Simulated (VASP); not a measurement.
# W (Fm-3m) in VASP: a series of runs

Runs on W. Level: LDA. Tasks: electric field gradients.

Everything below comes from runs of VASP 6.6.1. Logs are shortened: lines on timing, memory, paths and dates and some standing lists are left out, and cuts for length are marked.

## Step 1: The cell of the first run

The structure is cubic, space group Fm-3m (No. 225). The conventional cell has a = 4.060 Å, b = 4.060 Å, c = 4.060 Å, α = 90.00°, β = 90.00°, γ = 90.00°. Within 3.8 Å of W (site symmetry m-3m) lie 12 W at 2.87 Å.

## Step 2: Electric field gradients, LDA

INCAR

```
SYSTEM = W
PREC     = Accurate       ! precision mode
ENCUT    = 520            ! plane-wave cutoff, eV
EDIFF    = 1E-8           ! SCF threshold, eV
ISMEAR   = -1             ! smearing method
SIGMA    = 0.05           ! smearing width, eV
LREAL    = .FALSE.        ! projectors in reciprocal space
LASPH    = .TRUE.         ! aspherical terms in the spheres
NELM     = 60             ! most SCF steps
ALGO     = Normal         ! electronic algorithm
ISIF     = 2              ! what is computed and relaxed
LWAVE    = .FALSE.        ! write WAVECAR
LCHARG   = .FALSE.        ! write CHGCAR
GGA      = CA             ! functional
LEFG     = .TRUE.       
NBANDS   = 13             ! bands
```

KPOINTS

```
Automatic mesh
0
G
  14 14 14
  0 0 0
```

POSCAR

```
W
1.0
    0.0000000000      2.0300000000      2.0300000000
    2.0300000000      0.0000000000      2.0300000000
    2.0300000000      2.0300000000      0.0000000000
W
1
Direct
    0.0000000000      0.0000000000      0.0000000000
```

Potentials or basis: VASP PAW LDA potentials, release 64 (W_sv).

The run is started by

```console
$ cat potpaw_LDA.64/W_sv/POTCAR > POTCAR
$ mpirun -np 1 vasp_std > vasp.out
```

OUTCAR:

```text
SYSTEM = W
   PREC = Accurate
   ENCUT = 520
   EDIFF = 1E-8
   ISMEAR = -1
   LREAL = .FALSE.
   LASPH = .TRUE.
   NELM = 60
   ISIF = 2
   GGA = CA

 ion  position               nearest neighbor table
   1  0.000  0.000  0.000-

  LATTYP: Found a face centered cubic cell.
 ALAT       =     4.0600000000

  Lattice vectors:

 A1 = (   0.0000000000,   2.0300000000,   2.0300000000)
 A2 = (   2.0300000000,   0.0000000000,   2.0300000000)
 A3 = (   2.0300000000,   2.0300000000,   0.0000000000)

Analysis of symmetry for initial positions (statically):
=====================================================================
 Subroutine PRICEL returns:
 Original cell was already a primitive cell.

 Routine SETGRP: Setting up the symmetry group for a
 face centered cubic supercell.

 Subroutine GETGRP returns: Found 48 space group operations
 (whereof 48 operations were pure point group operations)
 out of a pool of 48 trial point group operations.

The static configuration has the point symmetry O_h .

Analysis of symmetry for dynamics (positions and initial velocities):
=====================================================================
 Subroutine PRICEL returns:
 Original cell was already a primitive cell.

 Routine SETGRP: Setting up the symmetry group for a
 face centered cubic supercell.

 Subroutine GETGRP returns: Found 48 space group operations
 (whereof 48 operations were pure point group operations)
 out of a pool of 48 trial point group operations.

The dynamic configuration has the point symmetry O_h .

 Subroutine INISYM returns: Found 48 space group operations
 (whereof 48 operations are pure point group operations),
 and found     1 'primitive' translations

----------------------------------------------------------------------------------------

                                     Primitive cell

  volume of cell :      16.7309

  direct lattice vectors                    reciprocal lattice vectors
     0.000000000  2.030000000  2.030000000    -0.246305419  0.246305419  0.246305419
     2.030000000  0.000000000  2.030000000     0.246305419 -0.246305419  0.246305419
     2.030000000  2.030000000  0.000000000     0.246305419  0.246305419 -0.246305419

  length of vectors
     2.870853532  2.870853532  2.870853532     0.426613499  0.426613499  0.426613499

  position of ions in fractional coordinates (direct lattice)
     0.000000000  0.000000000  0.000000000

  ion indices of the primitive-cell ions
   primitive index   ion index
                 1           1

----------------------------------------------------------------------------------------

 KPOINTS: Automatic mesh

Automatic generation of k-mesh.
 Grid dimensions read from file:
 generate k-points for:   14   14   14

 Generating k-lattice:

  Cartesian coordinates                     Fractional coordinates (reciprocal lattice)
    -0.017593244  0.017593244  0.017593244     0.071428571  0.000000000  0.000000000
     0.017593244 -0.017593244  0.017593244     0.000000000  0.071428571  0.000000000
     0.017593244  0.017593244 -0.017593244     0.000000000  0.000000000  0.071428571

  Length of vectors
     0.030472393  0.030472393  0.030472393

  Shift w.r.t. Gamma in fractional coordinates (k-lattice)
     0.000000000  0.000000000  0.000000000

 Subroutine IBZKPT returns following result:
 ===========================================

 Found    104 irreducible k-points:

 Following reciprocal coordinates:
            Coordinates               Weight
  0.000000  0.000000  0.000000      1.000000
  0.071429  0.000000  0.000000      8.000000
  0.142857  0.000000  0.000000      8.000000
  0.214286  0.000000  0.000000      8.000000
  0.285714  0.000000  0.000000      8.000000
  0.357143  0.000000  0.000000      8.000000
[... 16 lines left out ...]
  0.214286  0.142857  0.000000     24.000000
  0.285714  0.142857  0.000000     24.000000
 [... further k-points ...]
   k-points           NKPTS =    104   k-points in BZ     NKDIM =    104   number of bands    NBANDS=     13
   number of dos      NEDOS =    301   number of ions     NIONS =      1
   total plane-waves  NPLWV =  13824
   dimension x,y,z NGX =    24 NGY =   24 NGZ =   24
   dimension x,y,z NGXF=    48 NGYF=   48 NGZF=   48
   ions per type =               1
   NGX,Y,Z   is equivalent  to a cutoff of  13.90, 13.90, 13.90 a.u.
   NGXF,Y,Z  is equivalent  to a cutoff of  27.80, 27.80, 27.80 a.u.
 SYSTEM =  W
   PREC   = accura    normal or accurate (medium, high low for compatibility)
   ISTART =      0    job   : 0-new  1-cont  2-samecut
   ICHARG =      2    charge: 1-file 2-atom 10-const
   ISPIN  =      1    spin polarized calculation?
   LNONCOLLINEAR =      F non collinear calculations
   LSORBIT =      F    spin-orbit coupling
   LASPH  =      T    aspherical Exc in radial PAW
   ENCUT  =  520.0 eV  38.22 Ry    6.18 a.u.   5.34  5.34  5.34*2*pi/ulx,y,z
   NELM   =     60;   NELMIN=  2; NELMDL= -5     # of ELM steps
   EDIFF  = 0.1E-07   stopping-criterion for ELM
   LREAL  =      F    real-space projection
   EDIFFG = 0.1E-06   stopping-criterion for IOM
   NSW    =      0    number of steps for IOM
   IBRION =     -1    ionic relax: 0-MD 1-quasi-New 2-CG
   NFREE  =      0    steps in history (QN), initial steepest desc. (CG)
   ISIF   =      2    stress and relaxation
   ISYM   =      2    0-nonsym 1-usesym 2-fastsym
   POTIM  = 0.5000    time-step for ionic-motion
   TEBEG  =    0.0;   TEEND  =   0.0 temperature during run
   PSTRESS=    0.0 pullay stress
   NELECT =      14.0000    total number of electrons
   NUPDOWN=      -1.0000    fix difference up-down
   EMIN   =  10.00;   EMAX   =-10.00  energy-range for DOS
   EFERMI =   0.00;   METHOD = LEGACY
   ISMEAR =    -1;   SIGMA  =   0.05  broadening in eV -4-tet -1-fermi 0-gaus
   EFERMI_NEDOS =   21; number of points for ismear=-14 and -15
   IALGO  =     38    algorithm
   IMIX   =      4    mixing-type and parameters
     AMIX     =   0.40;   BMIX     =  1.00
     AMIX_MAG =   1.60;   BMIX_MAG =  1.00
  volume/ion in A,a.u.               =      16.73       112.91
  Fermi-wavevector in a.u.,A,eV,Ry     =   1.542688  2.915258 32.380324  2.379887
  Thomas-Fermi vector in A             =   2.648457
   LORBIT       =      0    0 simple, 1 ext, 2 COOP (PROOUT), +10 PAW based schemes
   GGA     = CA    functional components
   LHFCALC =     F    Hartree Fock is set to
   AEXX    =    0.0000 exact exchange contribution
   IVDW    =     0    specifies the selected vdW correction
   LEPSILON=     F    determine dielectric tensor
   LRPA    =     F    only Hartree local field effects (RPA)
 non-spin polarized calculation
  energy-cutoff  :      520.00
  volume of cell :       16.73
 maximum number of plane-waves:       464
 NGX is ok and might be reduce to    24
   NGX = 11   NGY = 11   NGZ = 11

 number of electron      14.0000002 magnetization

 Free energy of the ion-electron system (eV)
  ---------------------------------------------------
  ext. energy  EPLUGINS =         0.00000000
  ---------------------------------------------------
  free energy    TOTEN  =       -13.56599224 eV

  energy without entropy =      -13.55554346  energy(sigma->0) =      -13.56076785

 E-fermi :  10.0590     XC(G=0): -13.5191

 val. band max:       10.0567470339   @ k =  -0.1429   0.0714   0.0000
 cond. band min:      10.0845219099   @ k =   0.2143   0.1429   0.0714
 fundamental gap:      0.0277748760
 Fermi energy:        10.0590449779

 k-point     1 :       0.0000    0.0000    0.0000
  band No.  band energies     occupation
      1     -63.1772      2.00000
      2     -27.0780      2.00000
      3     -27.0780      2.00000
      4     -27.0780      2.00000
      5       1.2855      2.00000
      6       9.5246      1.99995
      7       9.5246      1.99995
      8       9.5246      1.99995
      9      12.5270      0.00000
     10      12.5270      0.00000
     11      22.9408      0.00000
     12      27.9953      0.00000
     13      27.9953      0.00000

 k-point     2 :       0.0714    0.0000    0.0000
  band No.  band energies     occupation
      1     -63.1722      2.00000
      2     -27.1357      2.00000
      3     -27.0854      2.00000
      4     -27.0854      2.00000
      5       1.5049      2.00000
      6       9.3612      2.00000
      7       9.6261      1.99965
      8       9.6261      1.99965
      9      12.4375      0.00000
     10      12.4375      0.00000
     11      23.3753      0.00000
     12      27.0952      0.00000
     13      28.4044      0.00000

 k-point     3 :       0.1429    0.0000    0.0000
  band No.  band energies     occupation
      1     -63.1584      2.00000
      2     -27.2953      2.00000
      3     -27.1061      2.00000
      4     -27.1061      2.00000
      5       2.1236      2.00000
      6       8.9795      2.00000
      7       9.8589      1.96416
      8       9.8589      1.96416
      9      12.2851      0.00000
     10      12.2851      0.00000
     11      24.3756      0.00000
     12      25.7198      0.00000
     13      29.5681      0.00000
[... 305 lines left out ...]
 k-point    23 :       0.2143    0.1429    0.0000
  band No.  band energies     occupation
      1     -63.1371      2.00000
      2     -27.4351      2.00000
      3     -27.1920      2.00000
      4     -27.1830      2.00000
      5       3.0885      2.00000
      6       8.1280      2.00000
      7      10.2726      0.02757
      8      10.5458      0.00012
      9      11.1789      0.00000
     10      13.1174      0.00000
     11      25.9176      0.00000
     12      26.4797      0.00000
     13      29.1341      0.00000

 k-point    24 :       0.2857    0.1429    0.0000
  band No.  band energies     occupation
      1     -63.1176      2.00000
      2     -27.6342      2.00000
      3     -27.2290      2.00000
      4     -27.2177      2.00000
      5       3.9673      2.00000
      6       7.8585      2.00000
      7       9.7159      1.99791
      8      10.6565      0.00001
      9      11.9957      0.00000
     10      13.5620      0.00000
     11      24.6418      0.00000
     12      27.5448      0.00000
     13      29.6835      0.00000

 [... further k-points ...]

------------------------ aborting loop because EDIFF is reached ----------------------------------------

  FORCE on cell =-STRESS in cart. coord.  units (eV):
  Direction    XX          YY          ZZ          XY          YZ          ZX
  --------------------------------------------------------------------------------------
  -------------------------------------------------------------------------------------
  Total       -1.7075261     -1.7075261     -1.7075261     -0.0000000      0.0000000      0.0000000
  in kB     -163.5158374   -163.5158374   -163.5158374     -0.0000000      0.0000000      0.0000000
  external PRESSURE =    -163.5158374 kB  Pullay stress =       0.0000000 kB

 VOLUME and BASIS-vectors are now :
 -----------------------------------------------------------------------------
  energy-cutoff  :      520.00
  volume of cell :       16.73
      direct lattice vectors                 reciprocal lattice vectors
     0.000000000  2.030000000  2.030000000    -0.246305419  0.246305419  0.246305419
     2.030000000  0.000000000  2.030000000     0.246305419 -0.246305419  0.246305419
     2.030000000  2.030000000  0.000000000     0.246305419  0.246305419 -0.246305419

 POSITION                                       TOTAL-FORCE (eV/Angst)
 -----------------------------------------------------------------------------------
      0.00000      0.00000      0.00000         0.000000      0.000000      0.000000
 -----------------------------------------------------------------------------------
    total drift:                               -0.000000      0.000000      0.000000

  FREE ENERGIE OF THE ION-ELECTRON SYSTEM (eV)
  ---------------------------------------------------
  free  energy   TOTEN  =       -13.5659922419 eV

  energy  without entropy=      -13.5555434618  energy(sigma->0) =      -13.56076785

 Electric field gradients (V/A^2)
---------------------------------------------------------------------
 ion       V_xx      V_yy      V_zz      V_xy      V_xz      V_yz
---------------------------------------------------------------------
   1       0.000    -0.000     0.000    -0.000    -0.000    -0.000
---------------------------------------------------------------------

 Electric field gradients after diagonalization (V/A^2)
 (convention: |V_zz| > |V_xx| > |V_yy|)
----------------------------------------------------------------------
 ion       V_xx      V_yy      V_zz     asymmetry (V_yy - V_xx)/ V_zz
----------------------------------------------------------------------
   1       0.000     0.000    -0.001       0.000
----------------------------------------------------------------------

           NMR quadrupolar parameters

 Cq : quadrupolar parameter    Cq=e*Q*V_zz/h
 eta: asymmetry parameters     (V_yy - V_xx)/ V_zz
 Q  : nuclear electric quadrupole moment in mb (millibarn)
----------------------------------------------------------------------
 ion       Cq(MHz)       eta       Q (mb)
----------------------------------------------------------------------
   1      -0.000       0.000       1.000
----------------------------------------------------------------------
```

Wall time 11 s (1 thread of Intel Xeon Platinum 8488C (Sapphire Rapids), shared host); peak memory 0.14 GiB.

What came out:

| Property | Result |
| --- | --- |
| Free energy | -13.5660 eV |
| Pressure | -16.4 GPa |
| Band gap on the k mesh | zero (band 7 reaches 13.17 eV, above the bottom of band 8 at 9.52 eV) |

Levels at points of the mesh, in eV from the Fermi level:
```csv
k point,band 5,band 6,band 7,band 8,band 9,band 10
"(0.00, 0.00, 0.00)",-8.77,-0.53,-0.53,-0.53,2.47,2.47
"(0.50, 0.00, 0.00)",-5.44,-0.76,-0.76,0.76,4.90,4.90
"(0.50, 0.50, 0.00)",-5.32,-4.37,3.11,4.84,5.62,5.62
```

Caveat: without QUAD_EFG the Cq values of the log hold for a quadrupole moment of 1 mb, not for the nuclei; spin-orbit coupling is left out, which moves the levels of the heavy elements.

(Part 1 of 2 ends here.)
